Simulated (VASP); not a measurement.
# Hf (P6/mmm) in VASP: further runs, part 2 of 2

VASP 6.6.1. Earlier steps stand in the parts before.

## (5) Single point, PBE (volume scaled by 0.720)

Input file INCAR:

```
ALGO = Normal ; EDIFF = 1E-6
ENCUT = 520 ; GGA = PE
ISIF = 2 ; ISMEAR = 0
LASPH = True ; LCHARG = False
LREAL = False ; LWAVE = False
NBANDS = 22 ; NELM = 80
PREC = Accurate ; SIGMA = 0.05
```

Input file KPOINTS:

```
k-points
0
Gamma
  10 10 14
```

Input file POSCAR:

```
Hf
1.0
    4.4725054775      0.0000000000      0.0000000000
   -2.2362527387      3.8733033621      0.0000000000
    0.0000000000      0.0000000000      2.7812477861
Hf
3
Direct
    0.6666666667      0.3333333333      0.5000000000
    0.3333333333      0.6666666667      0.5000000000
    0.0000000000      0.0000000000      0.0000000000
```

Potentials or basis: VASP PAW PBE potentials, release 64 (Hf_pv).

On the command line:

```bash
$ cat potpaw_PBE.64/Hf_pv/POTCAR > POTCAR
$ mpirun -np 1 vasp_std > vasp.out
```

OUTCAR:

```text
EDIFF = 1E-6
   ENCUT = 520
   GGA = PE
   ISIF = 2
   ISMEAR = 0
   LASPH = True
   LREAL = False
   NELM = 80
   PREC = Accurate

 ion  position               nearest neighbor table
   1  0.667  0.333  0.500-   2 2.58   2 2.58   2 2.58   3 2.93   3 2.93   3 2.93   3 2.93   3 2.93
                             3 2.93   2 3.80   2 3.80   2 3.80   2 3.80   2 3.80   2 3.80
   2  0.333  0.667  0.500-   1 2.58   1 2.58   1 2.58   3 2.93   3 2.93   3 2.93   3 2.93   3 2.93
                             3 2.93   1 3.80   1 3.80   1 3.80   1 3.80   1 3.80   1 3.80
   3  0.000  0.000  0.000-   1 2.93   2 2.93   1 2.93   2 2.93   2 2.93   2 2.93   1 2.93   1 2.93
                             1 2.93   1 2.93   2 2.93   2 2.93

  LATTYP: Found a hexagonal cell.
 ALAT       =     4.4725054775
 C/A-ratio  =     0.6218545288

  Lattice vectors:

 A1 = (   4.4725054775,   0.0000000000,   0.0000000000)
 A2 = (  -2.2362527387,   3.8733033621,   0.0000000000)
 A3 = (   0.0000000000,   0.0000000000,   2.7812477861)

Analysis of symmetry for initial positions (statically):
=====================================================================
 Subroutine PRICEL returns:
 Original cell was already a primitive cell.

 Routine SETGRP: Setting up the symmetry group for a
 hexagonal supercell.

 Subroutine GETGRP returns: Found 24 space group operations
 (whereof 24 operations were pure point group operations)
 out of a pool of 24 trial point group operations.

The static configuration has the point symmetry D_6h.

Analysis of symmetry for dynamics (positions and initial velocities):
=====================================================================
 Subroutine PRICEL returns:
 Original cell was already a primitive cell.

 Routine SETGRP: Setting up the symmetry group for a
 hexagonal supercell.

 Subroutine GETGRP returns: Found 24 space group operations
 (whereof 24 operations were pure point group operations)
 out of a pool of 24 trial point group operations.

The dynamic configuration has the point symmetry D_6h.

 Subroutine INISYM returns: Found 24 space group operations
 (whereof 24 operations are pure point group operations),
 and found     1 'primitive' translations

----------------------------------------------------------------------------------------

                                     Primitive cell

  volume of cell :      48.1806

  direct lattice vectors                    reciprocal lattice vectors
     4.472505478  0.000000000  0.000000000     0.223588323  0.129088779  0.000000000
    -2.236252739  3.873303362  0.000000000     0.000000000  0.258177557  0.000000000
     0.000000000  0.000000000  2.781247786     0.000000000  0.000000000  0.359550848

  length of vectors
     4.472505478  4.472505477  2.781247786     0.258177557  0.258177557  0.359550848

  position of ions in fractional coordinates (direct lattice)
     0.666666667  0.333333333  0.500000000
     0.333333333  0.666666667  0.500000000
     0.000000000  0.000000000  0.000000000

  ion indices of the primitive-cell ions
   primitive index   ion index
                 1           1
                 2           2
                 3           3

----------------------------------------------------------------------------------------

 KPOINTS: k-points

Automatic generation of k-mesh.
 Grid dimensions read from file:
 generate k-points for:   10   10   14

 Generating k-lattice:

  Cartesian coordinates                     Fractional coordinates (reciprocal lattice)
     0.022358832  0.012908878  0.000000000     0.100000000 -0.000000000  0.000000000
     0.000000000  0.025817756  0.000000000     0.000000000  0.100000000  0.000000000
     0.000000000  0.000000000  0.025682203     0.000000000  0.000000000  0.071428571

  Length of vectors
     0.025817756  0.025817756  0.025682203

  Shift w.r.t. Gamma in fractional coordinates (k-lattice)
     0.000000000  0.000000000  0.000000000

 Subroutine IBZKPT returns following result:
 ===========================================

 Found    112 irreducible k-points:

 Following reciprocal coordinates:
            Coordinates               Weight
  0.000000  0.000000  0.000000      1.000000
  0.100000 -0.000000  0.000000      6.000000
  0.200000 -0.000000  0.000000      6.000000
  0.300000 -0.000000  0.000000      6.000000
  0.400000 -0.000000  0.000000      6.000000
  0.500000 -0.000000  0.000000      3.000000
[... 16 lines left out ...]
  0.300000  0.100000  0.071429     24.000000
  0.400000  0.100000  0.071429     24.000000
 [... further k-points ...]
   k-points           NKPTS =    112   k-points in BZ     NKDIM =    112   number of bands    NBANDS=     22
   number of dos      NEDOS =    301   number of ions     NIONS =      3
   total plane-waves  NPLWV =  31104
   dimension x,y,z NGX =    36 NGY =   36 NGZ =   24
   dimension x,y,z NGXF=    72 NGYF=   72 NGZF=   48
   ions per type =               3
   NGX,Y,Z   is equivalent  to a cutoff of  13.38, 13.38, 14.35 a.u.
   NGXF,Y,Z  is equivalent  to a cutoff of  26.76, 26.76, 28.69 a.u.
 SYSTEM =  unknown system
   PREC   = accura    normal or accurate (medium, high low for compatibility)
   ISTART =      0    job   : 0-new  1-cont  2-samecut
   ICHARG =      2    charge: 1-file 2-atom 10-const
   ISPIN  =      1    spin polarized calculation?
   LNONCOLLINEAR =      F non collinear calculations
   LSORBIT =      F    spin-orbit coupling
   LASPH  =      T    aspherical Exc in radial PAW
   ENCUT  =  520.0 eV  38.22 Ry    6.18 a.u.   8.32  8.32  5.17*2*pi/ulx,y,z
   NELM   =     80;   NELMIN=  2; NELMDL= -5     # of ELM steps
   EDIFF  = 0.1E-05   stopping-criterion for ELM
   LREAL  =      F    real-space projection
   EDIFFG = 0.1E-04   stopping-criterion for IOM
   NSW    =      0    number of steps for IOM
   IBRION =     -1    ionic relax: 0-MD 1-quasi-New 2-CG
   NFREE  =      0    steps in history (QN), initial steepest desc. (CG)
   ISIF   =      2    stress and relaxation
   ISYM   =      2    0-nonsym 1-usesym 2-fastsym
   POTIM  = 0.5000    time-step for ionic-motion
   TEBEG  =    0.0;   TEEND  =   0.0 temperature during run
   PSTRESS=    0.0 pullay stress
   NELECT =      30.0000    total number of electrons
   NUPDOWN=      -1.0000    fix difference up-down
   EMIN   =  10.00;   EMAX   =-10.00  energy-range for DOS
   EFERMI =   0.00;   METHOD = LEGACY
   ISMEAR =     0;   SIGMA  =   0.05  broadening in eV -4-tet -1-fermi 0-gaus
   EFERMI_NEDOS =   21; number of points for ismear=-14 and -15
   IALGO  =     38    algorithm
   IMIX   =      4    mixing-type and parameters
     AMIX     =   0.40;   BMIX     =  1.00
     AMIX_MAG =   1.60;   BMIX_MAG =  1.00
  volume/ion in A,a.u.               =      16.06       108.38
  Fermi-wavevector in a.u.,A,eV,Ry     =   1.397949  2.641740 26.589328  1.954260
  Thomas-Fermi vector in A             =   2.521155
   LORBIT       =      0    0 simple, 1 ext, 2 COOP (PROOUT), +10 PAW based schemes
   GGA     = PE    functional components
   LHFCALC =     F    Hartree Fock is set to
   AEXX    =    0.0000 exact exchange contribution
   IVDW    =     0    specifies the selected vdW correction
   LEPSILON=     F    determine dielectric tensor
   LRPA    =     F    only Hartree local field effects (RPA)
 non-spin polarized calculation
 Gauss-broadening in eV      SIGMA  =   0.05
  energy-cutoff  :      520.00
  volume of cell :       48.18
 maximum number of plane-waves:      1313
 NGX is ok and might be reduce to    36
   NGX = 17   NGY = 17   NGZ = 11

 number of electron      29.9999996 magnetization

 Free energy of the ion-electron system (eV)
  ---------------------------------------------------
  ext. energy  EPLUGINS =         0.00000000
  ---------------------------------------------------
  free energy    TOTEN  =       -26.82446970 eV

  energy without entropy =      -26.82196701  energy(sigma->0) =      -26.82321836

 E-fermi :   7.2488     XC(G=0): -12.8912

 val. band max:        7.2419430371   @ k =   0.3000  -0.0000   0.1429
 cond. band min:       7.2647999413   @ k =   0.3000   0.3000   0.3571
 fundamental gap:      0.0228569042
 Fermi energy:         7.2487839971

 k-point     1 :       0.0000    0.0000    0.0000
  band No.  band energies     occupation
      1     -23.4424      2.00000
      2     -23.4424      2.00000
      3     -23.0648      2.00000
      4     -23.0648      2.00000
      5     -22.1677      2.00000
      6     -21.6141      2.00000
[... 574 lines left out ...]
      6     -21.9555      2.00000
[... 14 lines left out ...]
     21      11.3732      0.00000
     22      12.8647      0.00000

 [... further k-points ...]
[... 5 lines left out ...]
  --------------------------------------------------------------------------------------
  -------------------------------------------------------------------------------------
  Total       18.7490071     18.7490071     18.8901806      0.0000000      0.0000000      0.0000000
  in kB      623.4717501    623.4717501    628.1662747      0.0000000      0.0000000      0.0000000
  external PRESSURE =     625.0365916 kB  Pullay stress =       0.0000000 kB

 VOLUME and BASIS-vectors are now :
 -----------------------------------------------------------------------------
  energy-cutoff  :      520.00
  volume of cell :       48.18
      direct lattice vectors                 reciprocal lattice vectors
     4.472505478  0.000000000  0.000000000     0.223588323  0.129088779  0.000000000
    -2.236252739  3.873303362  0.000000000     0.000000000  0.258177557  0.000000000
     0.000000000  0.000000000  2.781247786     0.000000000  0.000000000  0.359550848

 POSITION                                       TOTAL-FORCE (eV/Angst)
 -----------------------------------------------------------------------------------
      2.23625      1.29110      1.39062         0.000000     -0.000000      0.000000
     -0.00000      2.58220      1.39062        -0.000000      0.000000     -0.000000
      0.00000      0.00000      0.00000        -0.000000      0.000000      0.000000
 -----------------------------------------------------------------------------------
    total drift:                                0.000000      0.000000     -0.000000

  FREE ENERGIE OF THE ION-ELECTRON SYSTEM (eV)
  ---------------------------------------------------
  free  energy   TOTEN  =       -26.8244697049 eV

  energy  without entropy=      -26.8219670083  energy(sigma->0) =      -26.82321836
```

OSZICAR:

```text
N       E                     dE             d eps       ncg     rms          rms(c)
DAV:   1     0.109135576316E+03    0.10914E+03   -0.16721E+04  4928   0.135E+03
DAV:   2    -0.224631265330E+02   -0.13160E+03   -0.12426E+03  5810   0.319E+02
DAV:   3    -0.275116935092E+02   -0.50486E+01   -0.48122E+01  6454   0.409E+01
DAV:   4    -0.275709572845E+02   -0.59264E-01   -0.59177E-01  5660   0.441E+00
DAV:   5    -0.275716838763E+02   -0.72659E-03   -0.72647E-03  6278   0.428E-01    0.101E+02
DAV:   6    -0.270326050275E+02    0.53908E+00   -0.37894E-01  5510   0.464E+00    0.602E+01
DAV:   7    -0.268329481596E+02    0.19966E+00   -0.66120E-01  5270   0.536E+00    0.262E+00
DAV:   8    -0.268268386453E+02    0.61095E-02   -0.47008E-02  6172   0.147E+00    0.195E+00
DAV:   9    -0.268245148629E+02    0.23238E-02   -0.13260E-02  5660   0.910E-01    0.956E-01
DAV:  10    -0.268244666734E+02    0.48190E-04   -0.12177E-03  5810   0.231E-01    0.148E-01
DAV:  11    -0.268244683120E+02   -0.16386E-05   -0.22692E-05  6126   0.357E-02    0.561E-02
DAV:  12    -0.268244698471E+02   -0.15351E-05   -0.32740E-06  5000   0.147E-02    0.174E-02
DAV:  13    -0.268244697049E+02    0.14226E-06   -0.30520E-07  3316   0.501E-03
   1 F= -.26824470E+02 E0= -.26823218E+02  d E =-.250270E-02
```

stdout:

```text
POSCAR found type information on POSCAR Hf
 POSCAR found :  1 types and       3 ions
 scaLAPACK will be used
 LDA part: xc-table for (Slater+PW92), standard interpolation
 POSCAR, INCAR and KPOINTS ok, starting setup
 FFT: planning ... GRIDC
 FFT: planning ... GRID_SOFT
 FFT: planning ... GRID
 WAVECAR not read
 entering main loop
```

It took 54 s on 1 thread of Intel Xeon Platinum 8488C (Sapphire Rapids), shared host; peak memory 0.24 GiB.

Results:

```yaml
Free_energy: -26.8245 eV
Pressure: 62.5 GPa
Band_gap_on_the_k_mesh: zero (band 15 reaches 7.93 eV, above the bottom of band 16 at 6.76 eV)
```

Stress tensor (GPa, compression positive):
```
62.35  0.00  0.00
 0.00 62.35  0.00
 0.00  0.00 62.82
```

Caveat: spin-orbit coupling is left out, which moves the levels of the heavy elements.

## (6) Overview

| cell | gap on the mesh (eV) | pressure (GPa) |
| --- | --- | --- |
| a = 4.926, b = 4.926, c = 3.057 Å, angles 90.0, 90.0, 120.0°, 3 atoms | none | 4.3 |
| a = 4.309, b = 4.309, c = 2.663 Å, angles 90.0, 90.0, 120.0°, 3 atoms | none | 104.6 |
| a = 4.392, b = 4.392, c = 2.724 Å, angles 90.0, 90.0, 120.0°, 3 atoms | none | 81.2 |
| a = 4.473, b = 4.473, c = 2.781 Å, angles 90.0, 90.0, 120.0°, 3 atoms | none | 62.5 |

Alike in all rows: task single point; level PBE; potentials or basis VASP PAW PBE potentials, release 64 (Hf_pv); no spin polarisation; k mesh 10 × 10 × 14; cutoff (eV) 520; smearing gaussian 0.05 eV.

Caveats: spin-orbit coupling is left out, which moves the levels of the heavy elements.

Total energies depend on the potentials used, so only differences within one code and one set of settings carry meaning.
